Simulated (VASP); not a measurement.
# MgO (P6_3/mmc) in VASP: dielectric tensor with r2SCAN

Aim: the dielectric tensor of MgO with r2SCAN.

Everything below comes from runs of VASP 6.6.1. Logs are shortened: lines on timing, memory, paths and dates and some standing lists are left out, and cuts for length are marked.

**1. The cell of the first run**

It takes space group P6_3/mmc (No. 194, hexagonal). Conventional cell: a = 2.923 Å, b = 2.923 Å, c = 5.092 Å, α = 90.00°, β = 90.00°, γ = 120.00°. Within 2.8 Å of Mg (site symmetry -3m) lie 6 O at 2.11 Å and 2 Mg at 2.55 Å. Within 2.8 Å of O (site symmetry -6m2) lie 6 Mg at 2.11 Å.

**2. Dielectric tensor, r2SCAN**

Contents of INCAR:

```
  ALGO = Normal
  EDIFF = 1E-8
  ENCUT = 520
  ISIF = 2
  ISMEAR = 0
  LASPH = T
  LCALCEPS = T
  LCHARG = F
  LMIXTAU = T
  LREAL = F
  LWAVE = F
  METAGGA = R2SCAN
  NELM = 100
  PREC = Accurate
  SIGMA = 0.01
```

Contents of KPOINTS:

```
k-points
0
Gamma
  9 9 4
```

Contents of POSCAR:

```
MgO
1.0
    2.9230552965      0.0000000000      0.0000000000
   -1.4615276483      2.5314401435      0.0000000000
    0.0000000000      0.0000000000      5.0921016501
Mg O
2 2
Direct
    0.0000000000      0.0000000000      0.0000000000
    0.0000000000      0.0000000000      0.5000000000
    0.3333333333      0.6666666667      0.2500000000
    0.6666666667      0.3333333333      0.7500000000
```

Potentials or basis: VASP PAW PBE potentials, release 64 (Mg, O).

Command:

```console
$ cat potpaw_PBE.64/Mg/POTCAR potpaw_PBE.64/O/POTCAR > POTCAR
$ mpirun -np 1 vasp_std > vasp.out
```

OUTCAR:

```text
EDIFF = 1E-8
   ENCUT = 520
   ISIF = 2
   ISMEAR = 0
   LASPH = T
   LREAL = F
   METAGGA = R2SCAN
   NELM = 100
   PREC = Accurate

 ion  position               nearest neighbor table
   1  0.000  0.000  0.000-   3 2.11   4 2.11   4 2.11   3 2.11   4 2.11   3 2.11   2 2.55   2 2.55

   2  0.000  0.000  0.500-   3 2.11   4 2.11   4 2.11   3 2.11   4 2.11   3 2.11   1 2.55   1 2.55

   3  0.333  0.667  0.250-   1 2.11   2 2.11   1 2.11   2 2.11   1 2.11   2 2.11
   4  0.667  0.333  0.750-   1 2.11   2 2.11   1 2.11   2 2.11   1 2.11   2 2.11

  LATTYP: Found a hexagonal cell.
 ALAT       =     2.9230552965
 C/A-ratio  =     1.7420476637

  Lattice vectors:

 A1 = (   2.9230552965,   0.0000000000,   0.0000000000)
 A2 = (  -1.4615276483,   2.5314401435,   0.0000000000)
 A3 = (   0.0000000000,   0.0000000000,   5.0921016501)

Analysis of symmetry for initial positions (statically):
=====================================================================
 Subroutine PRICEL returns:
 Original cell was already a primitive cell.

 Routine SETGRP: Setting up the symmetry group for a
 hexagonal supercell.

 Subroutine GETGRP returns: Found 24 space group operations
 (whereof 12 operations were pure point group operations)
 out of a pool of 24 trial point group operations.

The static configuration has the point symmetry D_3d.
 The point group associated with its full space group is D_6h.

Analysis of symmetry for dynamics (positions and initial velocities):
=====================================================================
 Subroutine PRICEL returns:
 Original cell was already a primitive cell.

 Routine SETGRP: Setting up the symmetry group for a
 hexagonal supercell.

 Subroutine GETGRP returns: Found 24 space group operations
 (whereof 12 operations were pure point group operations)
 out of a pool of 24 trial point group operations.

The dynamic configuration has the point symmetry D_3d.
 The point group associated with its full space group is D_6h.

 Subroutine INISYM returns: Found 24 space group operations
 (whereof 12 operations are pure point group operations),
 and found     1 'primitive' translations

----------------------------------------------------------------------------------------

                                     Primitive cell

  volume of cell :      37.6792

  direct lattice vectors                    reciprocal lattice vectors
     2.923055296  0.000000000  0.000000000     0.342107794  0.197516027  0.000000000
    -1.461527648  2.531440143  0.000000000     0.000000000  0.395032054  0.000000000
     0.000000000  0.000000000  5.092101650     0.000000000  0.000000000  0.196382568

  length of vectors
     2.923055296  2.923055297  5.092101650     0.395032054  0.395032054  0.196382568

  position of ions in fractional coordinates (direct lattice)
     0.000000000  0.000000000  0.000000000
     0.000000000  0.000000000  0.500000000
     0.333333333  0.666666667  0.250000000
     0.666666667  0.333333333  0.750000000

  ion indices of the primitive-cell ions
   primitive index   ion index
                 1           1
                 2           2
                 3           3
                 4           4

----------------------------------------------------------------------------------------

 KPOINTS: k-points

Automatic generation of k-mesh.
 Grid dimensions read from file:
 generate k-points for:    9    9    4

 Generating k-lattice:

  Cartesian coordinates                     Fractional coordinates (reciprocal lattice)
     0.038011977  0.021946225  0.000000000     0.111111111  0.000000000  0.000000000
     0.000000000  0.043892450  0.000000000     0.000000000  0.111111111  0.000000000
     0.000000000  0.000000000  0.049095642     0.000000000  0.000000000  0.250000000

  Length of vectors
     0.043892450  0.043892450  0.049095642

  Shift w.r.t. Gamma in fractional coordinates (k-lattice)
     0.000000000  0.000000000  0.000000000

 Subroutine IBZKPT returns following result:
 ===========================================

 Found     36 irreducible k-points:

 Following reciprocal coordinates:
            Coordinates               Weight
  0.000000  0.000000  0.000000      1.000000
  0.111111 -0.000000  0.000000      6.000000
  0.222222  0.000000  0.000000      6.000000
  0.333333 -0.000000  0.000000      6.000000
  0.444444  0.000000  0.000000      6.000000
  0.111111  0.111111  0.000000      6.000000
[... 16 lines left out ...]
  0.333333  0.222222  0.250000     24.000000
  0.333333  0.333333  0.250000      4.000000
 [... further k-points ...]
   k-points           NKPTS =     36   k-points in BZ     NKDIM =     36   number of bands    NBANDS=     12
   number of dos      NEDOS =    301   number of ions     NIONS =      4
   total plane-waves  NPLWV =  23040
   dimension x,y,z NGX =    24 NGY =   24 NGZ =   40
   dimension x,y,z NGXF=    48 NGYF=   48 NGZF=   80
   ions per type =               2   2
   NGX,Y,Z   is equivalent  to a cutoff of  13.65, 13.65, 13.06 a.u.
   NGXF,Y,Z  is equivalent  to a cutoff of  27.30, 27.30, 26.12 a.u.
 SYSTEM =  unknown system
   PREC   = accura    normal or accurate (medium, high low for compatibility)
   ISTART =      0    job   : 0-new  1-cont  2-samecut
   ICHARG =      2    charge: 1-file 2-atom 10-const
   ISPIN  =      1    spin polarized calculation?
   LNONCOLLINEAR =      F non collinear calculations
   LSORBIT =      F    spin-orbit coupling
   LASPH  =      T    aspherical Exc in radial PAW
   ENCUT  =  520.0 eV  38.22 Ry    6.18 a.u.   5.43  5.43  9.47*2*pi/ulx,y,z
   NELM   =    100;   NELMIN=  2; NELMDL= -5     # of ELM steps
   EDIFF  = 0.1E-07   stopping-criterion for ELM
   LREAL  =      F    real-space projection
   EDIFFG = 0.1E-06   stopping-criterion for IOM
   NSW    =      0    number of steps for IOM
   IBRION =     -1    ionic relax: 0-MD 1-quasi-New 2-CG
   NFREE  =      0    steps in history (QN), initial steepest desc. (CG)
   ISIF   =      2    stress and relaxation
   ISYM   =      2    0-nonsym 1-usesym 2-fastsym
   POTIM  = 0.5000    time-step for ionic-motion
   TEBEG  =    0.0;   TEEND  =   0.0 temperature during run
   PSTRESS=    0.0 pullay stress
   NELECT =      16.0000    total number of electrons
   NUPDOWN=      -1.0000    fix difference up-down
   EMIN   =  10.00;   EMAX   =-10.00  energy-range for DOS
   EFERMI =   0.00;   METHOD = LEGACY
   ISMEAR =     0;   SIGMA  =   0.01  broadening in eV -4-tet -1-fermi 0-gaus
   EFERMI_NEDOS =   21; number of points for ismear=-14 and -15
   IALGO  =     38    algorithm
   IMIX   =      4    mixing-type and parameters
     AMIX     =   0.40;   BMIX     =  1.00
     AMIX_MAG =   1.60;   BMIX_MAG =  1.00
  volume/ion in A,a.u.               =       9.42        63.57
  Fermi-wavevector in a.u.,A,eV,Ry     =   1.230498  2.325304 20.600925  1.514125
  Thomas-Fermi vector in A             =   2.365344
   LORBIT       =      0    0 simple, 1 ext, 2 COOP (PROOUT), +10 PAW based schemes
   METAGGA = R2SCAN    functional components
   LHFCALC =     F    Hartree Fock is set to
   AEXX    =    0.0000 exact exchange contribution
   IVDW    =     0    specifies the selected vdW correction
   LEPSILON=     F    determine dielectric tensor
   LRPA    =     F    only Hartree local field effects (RPA)
   LRPA       =     F
 non-spin polarized calculation
 Gauss-broadening in eV      SIGMA  =   0.01
  energy-cutoff  :      520.00
  volume of cell :       37.68
 maximum number of plane-waves:      1039
 NGX is ok and might be reduce to    24
   NGX = 11   NGY = 11   NGZ = 19

 Total electronic dipole moment: p[elc]=(     0.00000    -0.00000    -0.00000 ) |e| Angst

 number of electron      15.9999995 magnetization

 Free energy of the ion-electron system (eV)
  ---------------------------------------------------
  ext. energy  EPLUGINS =         0.00000000
  ---------------------------------------------------
  free energy    TOTEN  =       -31.68528004 eV

  energy without entropy =      -31.68528004  energy(sigma->0) =      -31.68528004

 E-fermi :   2.9517     XC(G=0): -11.5404

 val. band max:        2.8921049630   @ k =   0.0000   0.0000   0.0000
 cond. band min:   10000.0000000000   @ k =   0.0000   0.0000   0.0000
 fundamental gap:   9997.1078950370
 Fermi energy:         2.9516514301

 k-point     1 :       0.0000    0.0000    0.0000
  band No.  band energies     occupation
      1     -15.4299      2.00000
      2     -14.3609      2.00000
      3      -2.0549      2.00000
      4       2.3567      2.00000
      5       2.3567      2.00000
      6       2.3769      2.00000
      7       2.8921      2.00000
      8       2.8921      2.00000
      9   10000.0000      0.00000
     10   10000.0000      0.00000
     11   10000.0000      0.00000
     12   10000.0000      0.00000

 k-point     2 :       0.1111   -0.0000    0.0000
  band No.  band energies     occupation
      1     -15.3105      2.00000
      2     -14.3023      2.00000
      3      -1.8732      2.00000
      4       1.8554      2.00000
      5       2.2209      2.00000
      6       2.2635      2.00000
      7       2.3227      2.00000
      8       2.7983      2.00000
      9   10000.0000      0.00000
     10   10000.0000      0.00000
     11   10000.0000      0.00000
     12   10000.0000      0.00000
[... 301 lines left out ...]
 k-point    23 :       0.3333    0.2222    0.2500
  band No.  band energies     occupation
      1     -14.0554      2.00000
      2     -13.9259      2.00000
      3      -1.0503      2.00000
      4      -0.6778      2.00000
      5       0.3023      2.00000
      6       0.8269      2.00000
      7       1.1650      2.00000
      8       1.6181      2.00000
      9   10000.0000      0.00000
     10   10000.0000      0.00000
     11   10000.0000      0.00000
     12   10000.0000      0.00000

 k-point    24 :       0.3333    0.3333    0.2500
  band No.  band energies     occupation
      1     -13.9346      2.00000
      2     -13.9346      2.00000
      3      -0.5566      2.00000
      4      -0.4465      2.00000
      5      -0.4465      2.00000
      6       0.3774      2.00000
      7       1.3572      2.00000
      8       1.3572      2.00000
      9   10000.0000      0.00000
     10   10000.0000      0.00000
     11   10000.0000      0.00000
     12   10000.0000      0.00000

 [... further k-points ...]

------------------------ aborting loop because EDIFF is reached ----------------------------------------

            Ionic dipole moment: p[ion]=(     0.00000     0.00000    -5.09210 ) |e| Angst

 Total electronic dipole moment: p[elc]=(    -0.00000     0.00000     0.00413 ) |e| Angst

 MACROSCOPIC STATIC DIELECTRIC TENSOR (including local field effects)
 ------------------------------------------------------
           2.904764    -0.000000     0.000000
          -0.000000     2.904764    -0.000000
           0.000000     0.000000     2.983848
 ------------------------------------------------------

 PIEZOELECTRIC TENSOR (including local field effects) (e Angst)
          XX          YY          ZZ          XY          YZ          ZX
  --------------------------------------------------------------------------------
  x     0.00000     0.00000     0.00000     0.00000     0.00000     0.00000
  y     0.00000     0.00000     0.00000     0.00000     0.00000     0.00000
  z     0.00000     0.00000     0.00000     0.00000     0.00000     0.00000

 PIEZOELECTRIC TENSOR (including local field effects) (C/m^2)
          XX          YY          ZZ          XY          YZ          ZX
  --------------------------------------------------------------------------------
  x     0.00000     0.00000     0.00000     0.00000     0.00000     0.00000
  y     0.00000     0.00000     0.00000     0.00000     0.00000     0.00000
  z     0.00000     0.00000     0.00000     0.00000     0.00000     0.00000

 BORN EFFECTIVE CHARGES (including local field effects) (in |e|, cummulative output)
 ---------------------------------------------------------------------------------
 ion    1
    1     1.95201    -0.00000     0.00000
    2    -0.00000     1.95201     0.00000
    3     0.00000     0.00000     1.98221
 ion    2
    1     1.95201    -0.00000    -0.00000
    2    -0.00000     1.95201     0.00000
    3     0.00000     0.00000     1.98221
 ion    3
    1    -1.95201     0.00000     0.00000
    2     0.00000    -1.95201     0.00000
    3    -0.00000     0.00000    -1.98221
 ion    4
    1    -1.95201     0.00000     0.00000
    2     0.00000    -1.95201     0.00000
    3     0.00000     0.00000    -1.98221

  FORCE on cell =-STRESS in cart. coord.  units (eV):
  Direction    XX          YY          ZZ          XY          YZ          ZX
  --------------------------------------------------------------------------------------
  -------------------------------------------------------------------------------------
  Total       -0.2454499     -0.2454499     -0.2604823      0.0000000      0.0000000      0.0000000
  in kB      -10.4369030    -10.4369030    -11.0761028      0.0000000      0.0000000      0.0000000
  external PRESSURE =     -10.6499696 kB  Pullay stress =       0.0000000 kB

 VOLUME and BASIS-vectors are now :
 -----------------------------------------------------------------------------
  energy-cutoff  :      520.00
  volume of cell :       37.68
      direct lattice vectors                 reciprocal lattice vectors
     2.923055296  0.000000000  0.000000000     0.342107794  0.197516027  0.000000000
    -1.461527648  2.531440143  0.000000000     0.000000000  0.395032054  0.000000000
     0.000000000  0.000000000  5.092101650     0.000000000  0.000000000  0.196382568

 POSITION                                       TOTAL-FORCE (eV/Angst)
 -----------------------------------------------------------------------------------
      0.00000      0.00000      0.00000        -0.000000      0.000000     -0.000000
      0.00000      0.00000      2.54605        -0.000000      0.000000     -0.000000
     -0.00000      1.68763      1.27303         0.000000      0.000000     -0.000000
      1.46153      0.84381      3.81908         0.000000      0.000000      0.000000
 -----------------------------------------------------------------------------------
    total drift:                               -0.000000      0.000000     -0.000000

  FREE ENERGIE OF THE ION-ELECTRON SYSTEM (eV)
  ---------------------------------------------------
  free  energy   TOTEN  =       -31.6852800350 eV

  energy  without entropy=      -31.6852800350  energy(sigma->0) =      -31.68528004
```

Wall time 43 min (1 thread of Oxide Virtual Turin-like, shared host); peak memory 0.33 GiB.

Results:

- Band gap on the k mesh: 5.31 eV, direct
- Electronic dielectric tensor (diagonal): 2.90, 2.90, 2.98
- Born charges (mean of the diagonal): Mg +1.96; O -1.96 e

Electronic dielectric tensor:
```
2.90 0.00 0.00
0.00 2.90 0.00
0.00 0.00 2.98
```

Born effective charge tensors (e):
atom 1, Mg
```
1.95 0.00 0.00
0.00 1.95 0.00
0.00 0.00 1.98
```
atom 2, Mg
```
1.95 0.00 0.00
0.00 1.95 0.00
0.00 0.00 1.98
```
atom 3, O
```
-1.95  0.00  0.00
 0.00 -1.95  0.00
 0.00  0.00 -1.98
```
atom 4, O
```
-1.95  0.00  0.00
 0.00 -1.95  0.00
 0.00  0.00 -1.98
```

Dipole moments of the cell (e·Å, modulo the quantum): ionic 0.000, 0.000, -5.092; electronic 0.000, 0.000, 0.004

Caveat: the PAW data sets were made with another functional, which shifts forces and pressure a little.
